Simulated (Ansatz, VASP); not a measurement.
# TiSnTe3 in VASP and in Ansatz

```xyz
5
Lattice="5.6081 0.0000 0.0000 0.0000 5.6081 0.0000 0.0000 0.0000 5.6081" Properties=species:S:1:pos:R:3 pbc="T T T"
Ti    0.0000    0.0000    0.0000
Sn    2.8041    2.8041    2.8041
Te    0.0000    2.8041    2.8041
Te    2.8041    2.8041    0.0000
Te    2.8041    0.0000    2.8041
```

Change from the starting cell: species swapped into the EuBPd3 type (Pm-3m, No. 221).

Alike in both runs: task single point; functional PBE; k mesh 4 × 4 × 4; occupations gaussian, width 0.1 eV; collinear spin.

|  | VASP | Ansatz |
| --- | --- | --- |
| version | VASP 6.6.1 | Ansatz 0.2.0 |
| potentials or method | VASP PAW PBE potentials, release 64 (Ti_sv, Sn_d, Te), cutoff 520 eV | scalar-relativistic, plane waves, PAW |
| valence electrons in the cell | 44 | 74 |

VASP gave:

| Quantity | Value |
| --- | --- |
| gap on the k mesh at the Fermi level (eV) | none |
| pressure (GPa) | 0.8 |
| net moment per atom (μB) | 0.31 |
| size of the moment on the site where the two differ most (μB) | 1.77 |

**Question.** Which values does Ansatz return?

**Answer.** gap on the k mesh at the Fermi level (eV): none; pressure (GPa): 0.8; net moment per atom (μB): 0.31; size of the moment on the site where the two differ most (μB): 2.08.

Site moments also hang on the region over which each program counts them. A gap of «none» marks a metal or a gap that the smearing closes. The functional is the same, so the differences come from potentials, cutoffs and numerics. VASP's potentials hold 44 valence electrons a cell and Ansatz's 74, so a difference there can come from the potentials and not from the codes.

Neither program's run includes spin-orbit coupling.
